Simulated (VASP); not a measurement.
A run of VASP 6.6.1 is set up as follows.

INCAR

```
SYSTEM = CsSnBr3
ALGO = Normal
EDIFF = 1E-6
ENCUT = 500
GGA = PS
GGA_COMPAT = .FALSE.
ISIF = 2
ISMEAR = 0
LASPH = .TRUE.
LCHARG = .FALSE.
LREAL = .FALSE.
LWAVE = .FALSE.
NBANDS = 30
NELM = 120
PREC = Accurate
SIGMA = 0.03
```

File KPOINTS:

```
k-points
0
G
  6 6 6
  0 0 0
```

POSCAR

```
CsSnBr3
1.0
    5.7627697376      0.0000000000      0.0000000000
    0.0000000000      5.7627697376      0.0000000000
    0.0000000000      0.0000000000      5.7627697376
Cs Sn Br
1 1 3
Direct
    0.0000000000      0.0000000000      0.0000000000
    0.5000000000      0.5000000000      0.5000000000
    0.5000000000      0.0000000000      0.5000000000
    0.5000000000      0.5000000000      0.0000000000
    0.0000000000      0.5000000000      0.5000000000
```

Potentials or basis: VASP PAW PBE potentials, release 64 (Cs_sv, Sn_d, Br).

The run is started by

```console
$ cat potpaw_PBE.64/Cs_sv/POTCAR potpaw_PBE.64/Sn_d/POTCAR potpaw_PBE.64/Br/POTCAR > POTCAR
$ mpirun -np 1 vasp_std > vasp.out
```

(1) Estimate the pressure.

(2) Predict the band gap on the k mesh.

Answers

(1) 0.0 GPa.

(2) 0.21 eV, direct.

Caveat: the PAW data sets were made with another functional, which shifts forces and pressure a little; spin-orbit coupling is left out, which moves the levels of the heavy elements.
